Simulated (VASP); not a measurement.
# Al2Ru (I4/mmm) in VASP: further runs, part 2 of 2

VASP 6.6.1. The steps go on from the part before.

## 4. Single point, LDA

This run uses another cell than the first one, of 13.37 Å³/atom, 0.975 times its volume.

INCAR reads:

```
SYSTEM = Al2Ru
ALGO     = Normal         ! electronic algorithm
EDIFF    = 1E-6           ! SCF threshold, eV
ENCUT    = 520            ! plane-wave cutoff, eV
GGA      = CA             ! functional
ISIF     = 2              ! what is computed and relaxed
ISMEAR   = 0              ! smearing method
LASPH    = .TRUE.         ! aspherical terms in the spheres
LCHARG   = .FALSE.        ! write CHGCAR
LREAL    = .FALSE.        ! projectors in reciprocal space
LWAVE    = .FALSE.        ! write WAVECAR
NBANDS   = 17             ! bands
NELM     = 100            ! most SCF steps
PREC     = Accurate       ! precision mode
SIGMA    = 0.1            ! smearing width, eV
```

KPOINTS reads:

```
k-points
0
G
  18 18 18
  0 0 0
```

POSCAR reads:

```
Al2Ru
1.0
   -1.5494425416      1.5494425416      4.1758545428
    1.5494425416     -1.5494425416      4.1758545428
    1.5494425416      1.5494425416     -4.1758545428
Al Ru
2 1
Direct
    0.6590718788      0.6590718788      0.0000000000
    0.3409281212      0.3409281212      0.0000000000
    0.0000000000      0.0000000000      0.0000000000
```

Potentials or basis: VASP PAW LDA potentials, release 64 (Al, Ru_pv).

Started as:

```bash
> cat potpaw_LDA.64/Al/POTCAR potpaw_LDA.64/Ru_pv/POTCAR > POTCAR
> mpirun -np 1 vasp_std > vasp.out
```

OUTCAR:

```text
SYSTEM = Al2Ru
   EDIFF = 1E-6
   ENCUT = 520
   GGA = CA
   ISIF = 2
   ISMEAR = 0
   LASPH = .TRUE.
   LREAL = .FALSE.
   NELM = 100
   PREC = Accurate

 ion  position               nearest neighbor table
   1  0.659  0.659  0.000-   3 2.56   3 2.56   3 2.56   3 2.56   2 2.66   2 2.67   2 2.67   2 2.67
                             2 2.67   3 2.85
   2  0.341  0.341  0.000-   3 2.56   3 2.56   3 2.56   3 2.56   1 2.66   1 2.67   1 2.67   1 2.67
                             1 2.67   3 2.85
   3  0.000  0.000  0.000-   1 2.56   1 2.56   1 2.56   2 2.56   1 2.56   2 2.56   2 2.56   2 2.56
                             1 2.85   2 2.85
[... 672 lines left out ...]
     17      21.8180      0.00000

 [... further k-points ...]
[... 5 lines left out ...]
  --------------------------------------------------------------------------------------
  -------------------------------------------------------------------------------------
  Total        0.1045852      0.1045852      0.1100359      0.0000000      0.0000000     -0.0000000
  in kB        4.1785377      4.1785377      4.3963134      0.0000000      0.0000000     -0.0000000
  external PRESSURE =       4.2511296 kB  Pullay stress =       0.0000000 kB

 VOLUME and BASIS-vectors are now :
 -----------------------------------------------------------------------------
  energy-cutoff  :      520.00
  volume of cell :       40.10
      direct lattice vectors                 reciprocal lattice vectors
    -1.549442542  1.549442542  4.175854543     0.000000000  0.322696703  0.119735971
     1.549442542 -1.549442542  4.175854543     0.322696703  0.000000000  0.119735971
     1.549442542  1.549442542 -4.175854543     0.322696703  0.322696703  0.000000000

 POSITION                                       TOTAL-FORCE (eV/Angst)
 -----------------------------------------------------------------------------------
      0.00000      0.00000      5.50438        -0.000000     -0.000000      0.016441
      0.00000      0.00000      2.84733         0.000000      0.000000     -0.016441
      0.00000      0.00000      0.00000         0.000000      0.000000      0.000000
 -----------------------------------------------------------------------------------
    total drift:                                0.000000     -0.000000     -0.000000

  FREE ENERGIE OF THE ION-ELECTRON SYSTEM (eV)
  ---------------------------------------------------
  free  energy   TOTEN  =       -21.1057031547 eV

  energy  without entropy=      -21.1042821280  energy(sigma->0) =      -21.10499264
```

stdout:

```text
POSCAR found type information on POSCAR AlRu
 POSCAR found :  2 types and       3 ions
 scaLAPACK will be used
 LDA part: xc-table for (Slater(with rela. corr.)+CA(PZ))
 , standard interpolation
 POSCAR, INCAR and KPOINTS ok, starting setup
 FFT: planning ... GRIDC
 FFT: planning ... GRID_SOFT
 FFT: planning ... GRID
 WAVECAR not read
 entering main loop
```

Run time: 5.6 min. Hardware: 1 thread of Intel Xeon Platinum 8259CL at 2.50GHz (Skylake/Cascade Lake), shared host; peak memory 0.42 GiB.

Results:

```yaml
Free_energy: -21.1057 eV
Pressure: 0.4 GPa
Largest_force: 0.016 eV/Å
Band_gap_on_the_k_mesh: zero (band 10 reaches 10.95 eV, above the bottom of band 11 at 10.74 eV)
```

Forces in eV/Å, atoms in the order of the input:
```
Al   0.000  0.000  0.016
Al   0.000  0.000 -0.016
Ru   0.000  0.000  0.000
```

## 5. Relaxation of cell and atoms, LDA

INCAR reads:

```
SYSTEM = Al2Ru
ALGO     = Normal         ! electronic algorithm
EDIFF    = 1E-6           ! SCF threshold, eV
EDIFFG   = -0.005         ! ionic threshold
ENCUT    = 600            ! plane-wave cutoff, eV
IBRION   = 2              ! ionic algorithm
ISIF     = 3              ! what is computed and relaxed
ISMEAR   = 0              ! smearing method
LASPH    = .TRUE.         ! aspherical terms in the spheres
LCHARG   = .FALSE.        ! write CHGCAR
LREAL    = .FALSE.        ! projectors in reciprocal space
LWAVE    = .FALSE.        ! write WAVECAR
NELM     = 100            ! most SCF steps
NSW      = 100            ! ionic steps
PREC     = Accurate       ! precision mode
SIGMA    = 0.1            ! smearing width, eV
```

KPOINTS is that of step 4.

POSCAR reads:

```
Al2Ru
1.0
   -1.5604216200      1.5604216200      4.2218055900
    1.5604216200     -1.5604216200      4.2218055900
    1.5604216200      1.5604216200     -4.2218055900
Al Ru
2 1
Direct
    0.6592021900      0.6592021900      0.0000000000
    0.3407978100      0.3407978100      0.0000000000
    0.0000000000      0.0000000000      0.0000000000
```

Started as:

```bash
> cat potpaw_LDA.64/Al/POTCAR potpaw_LDA.64/Ru_pv/POTCAR > POTCAR
> mpirun -np 1 vasp_std > vasp.out
```

Run time: 31 min. Hardware: 1 thread of Intel Xeon Platinum 8259CL at 2.50GHz (Skylake/Cascade Lake), shared host; peak memory 0.49 GiB.

The run converged. Its results:

- Free energy: -21.1062 eV
- Relaxed volume: 13.39 Å³/atom
- Relaxed cell: a = 4.719 Å, b = 4.719 Å, c = 4.719 Å, α = 141.63°, β = 141.63°, γ = 55.38°
- Space group after relaxing (to 0.05 Å): I4/mmm (No. 139)
- Energy gained by relaxing: 4.4 meV/atom
- Ionic steps: 8
- Pressure after relaxing: 0.0 GPa
- Band gap on the k mesh: zero (band 10 reaches 10.92 eV, above the bottom of band 11 at 10.71 eV)

The path:
```
step  energy change (eV)  largest force (eV/Å)  pressure (GPa)  volume (Å³)
   1              0.0000                0.1237           -4.24        41.12
   2              0.0108                0.2329            6.36        39.00
   3             -0.0131                0.0206           -0.05        40.20
   4             -0.0131                0.0232            0.04        40.18
   5             -0.0132                0.0130            0.06        40.17
   6             -0.0132                0.0020            0.06        40.17
   7             -0.0132                0.0031           -0.12        40.20
   8             -0.0132                0.0005           -0.03        40.18
```

Final structure:
```xyz
3
Lattice="-1.5506 1.5506 4.1782 1.5506 -1.5506 4.1782 1.5506 1.5506 -4.1782" Properties=species:S:1:pos:R:3 pbc="T T T"
Al    0.0000    0.0000    5.5081
Al    0.0000    0.0000    2.8484
Ru    0.0000    0.0000    0.0000
```

Levels at points of the mesh, in eV from the Fermi level:
| k point | band 7 | band 8 | band 9 | band 10 | band 11 | band 12 | band 13 | band 14 |
| --- | --- | --- | --- | --- | --- | --- | --- | --- |
| (0.00, 0.00, 0.00) | -2.06 | -2.06 | -1.94 | -1.00 | 2.50 | 4.69 | 6.14 | 6.14 |
| (0.50, 0.00, 0.00) | -3.02 | -2.76 | -2.65 | -1.48 | 0.58 | 3.16 | 5.18 | 7.00 |
| (0.50, 0.50, 0.00) | -3.51 | -3.18 | -1.30 | -0.33 | 0.25 | 1.87 | 2.08 | 4.84 |
| (0.50, 0.50, 0.50) | -2.71 | -1.61 | -1.61 | -0.97 | 3.14 | 3.14 | 6.39 | 6.59 |

## 6. Single point, LDA

This run uses another cell than the first one, of 13.38 Å³/atom, 0.976 times its volume.

INCAR reads:

```
SYSTEM = Al2Ru
PREC = Accurate ; ENCUT = 520
EDIFF = 1E-6 ; ISMEAR = -1
SIGMA = 0.15 ; LREAL = .FALSE.
LASPH = .TRUE. ; NELM = 100
ALGO = Normal ; ISIF = 2
LWAVE = .FALSE. ; LCHARG = .FALSE.
GGA = CA ; NBANDS = 17
```

KPOINTS reads:

```
regular mesh
0
G
  18 18 18
  0 0 0
```

POSCAR reads:

```
Al2Ru
1.0
   -1.5509858979      1.5509858979      4.1709706809
    1.5509858979     -1.5509858979      4.1709706809
    1.5509858979      1.5509858979     -4.1709706809
Al Ru
2 1
Direct
    0.6589200178      0.6589200178      0.0000000000
    0.3410799822      0.3410799822      0.0000000000
    0.0000000000      0.0000000000      0.0000000000
```

Potentials or basis: VASP PAW LDA potentials, release 64 (Al, Ru_pv).

Started as:

```bash
> cat potpaw_LDA.64/Al/POTCAR potpaw_LDA.64/Ru_pv/POTCAR > POTCAR
> mpirun -np 1 vasp_std > vasp.out
```

It took 6.3 min on 1 thread of Intel Xeon Platinum 8259CL at 2.50GHz (Skylake/Cascade Lake), shared host; peak memory 0.42 GiB.

The run converged. Its results:

| Quantity | Value |
| --- | --- |
| Free energy | -21.1212 eV |
| Pressure | 0.5 GPa |
| Largest force | 0.018 eV/Å |
| Band gap on the k mesh | zero (band 10 reaches 10.94 eV, above the bottom of band 11 at 10.75 eV) |

Forces on the atoms (eV/Å):
```
Al   0.000  0.000  0.018
Al   0.000  0.000 -0.018
Ru   0.000  0.000  0.000
```

Levels at points of the mesh, in eV from the Fermi level:
| k point | band 8 | band 9 | band 10 | band 11 | band 12 | band 13 |
| --- | --- | --- | --- | --- | --- | --- |
| (0.00, 0.00, 0.00) | -1.97 | -1.82 | -0.89 | 2.62 | 4.78 | 6.21 |
| (0.50, 0.00, 0.00) | -2.67 | -2.55 | -1.38 | 0.69 | 3.27 | 5.29 |
| (0.50, 0.50, 0.00) | -3.09 | -1.21 | -0.25 | 0.37 | 1.97 | 2.20 |
| (0.50, 0.50, 0.50) | -1.51 | -1.51 | -0.86 | 3.21 | 3.21 | 6.49 |

## 7. Summary

```tsv
task	cell	k mesh	cutoff (eV)	smearing	gap on the mesh (eV)	pressure (GPa)	relaxed volume (Å³/atom)	largest force (eV/Å)
single point	a = 4.764 Å, angles 141.8, 141.8, 55.2°, 3 atoms	8 × 8 × 8	520	gaussian 0.1 eV	none	-4.2	-	0.14
relaxation of cell and atoms	relaxed from a = 4.716 Å, angles 141.6, 141.6, 55.4°, 3 atoms	18 × 18 × 18	600	fermi-dirac 0.15 eV	none	0.0	13.41	-
single point	a = 4.716 Å, angles 141.6, 141.6, 55.4°, 3 atoms	18 × 18 × 18	520	gaussian 0.1 eV	none	0.4	-	0.02
relaxation of cell and atoms	relaxed from a = 4.764 Å, angles 141.8, 141.8, 55.2°, 3 atoms	18 × 18 × 18	600	gaussian 0.1 eV	none	0.0	13.39	-
single point	a = 4.713 Å, angles 141.6, 141.6, 55.5°, 3 atoms	18 × 18 × 18	520	fermi-dirac 0.15 eV	none	0.5	-	0.02
```

Alike in all rows: level LDA; potentials or basis VASP PAW LDA potentials, release 64 (Al, Ru_pv); no spin polarisation.

Absolute energies hang on the potentials; compare differences alone.
